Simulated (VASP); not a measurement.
A run of VASP 6.6.1:

Contents of INCAR:

```
SYSTEM = Ti
  PREC = Accurate
  ENCUT = 520
  EDIFF = 1E-7
  ISMEAR = -1
  SIGMA = 0.05
  LREAL = .FALSE.
  LASPH = .TRUE.
  NELM = 100
  ALGO = Normal
  ISIF = 2
  LWAVE = .FALSE.
  LCHARG = .FALSE.
  GGA = PE
  NBANDS = 19
```

File KPOINTS:

```
regular mesh
0
G
  13 13 7
  0 0 0
```

POSCAR

```
Ti
1.0
    1.4699736196     -2.5460689949      0.0000000000
    1.4699736196      2.5460689950      0.0000000000
    0.0000000000      0.0000000000      4.6478695193
Ti
2
Direct
    0.6666666670      0.3333333330      0.2500000000
    0.3333333330      0.6666666670      0.7500000000
```

Potentials or basis: VASP PAW PBE potentials, release 64 (Ti_sv).

The run is started by

```sh
$ cat potpaw_PBE.64/Ti_sv/POTCAR > POTCAR
$ mpirun -np 1 vasp_std > vasp.out
```

Hardware: 1 thread of Intel(R) Xeon(R) 6975P-C (Granite Rapids), with other jobs on the host.

Question: Estimate the wall time of this run.

Answer: It took 21 s on 1 thread of Intel(R) Xeon(R) 6975P-C (Granite Rapids), with other jobs on the host, peak memory 0.18 GiB. Counts: scf iterations 16, k points 84.
